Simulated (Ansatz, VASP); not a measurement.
# One calculation of Rh, two programs

```
Rh
1.0
     3.58407    0.00000    0.00000
    -1.79204    3.10390    0.00000
     0.00000    0.00000    4.28027
Rh
3
Direct
  0.33253 0.00000 0.33333
  0.00000 0.33253 0.66667
  0.66747 0.66747 0.00000
```

Alike in both runs: functional r2SCAN; k mesh 6 × 6 × 4; occupations gaussian, width 0.1 eV; no spin polarisation.

Ansatz relaxed the structure, and its values are those at the end. VASP's run is a single point on that final structure, the one shown.

|  | VASP | Ansatz |
| --- | --- | --- |
| version | VASP 6.6.1 | Ansatz 0.2.0 |
| potentials or method | VASP PAW PBE potentials, release 64 (Rh_pv), cutoff 520 eV | scalar-relativistic, plane waves, PAW |
| valence electrons in the cell | 45 | 51 |

VASP gave:

```
gap on the k mesh at the Fermi level (eV) : none
pressure (GPa)                            : 0.8
rms of the force components (eV/Å)        : 0.017
```

Task: Which values does Ansatz return?

Result: gap on the k mesh at the Fermi level (eV): none; pressure (GPa): -0.1; rms of the force components (eV/Å): 0.016.

VASP's potentials were made for PBE, not for r2SCAN. A gap of «none» marks a metal or a gap that the smearing closes. The functional is the same, so the differences come from potentials, cutoffs and numerics. VASP's potentials hold 45 valence electrons a cell and Ansatz's 51, so a difference there can come from the potentials and not from the codes.

The k mesh is coarse, so the values compare programs but aren't converged.
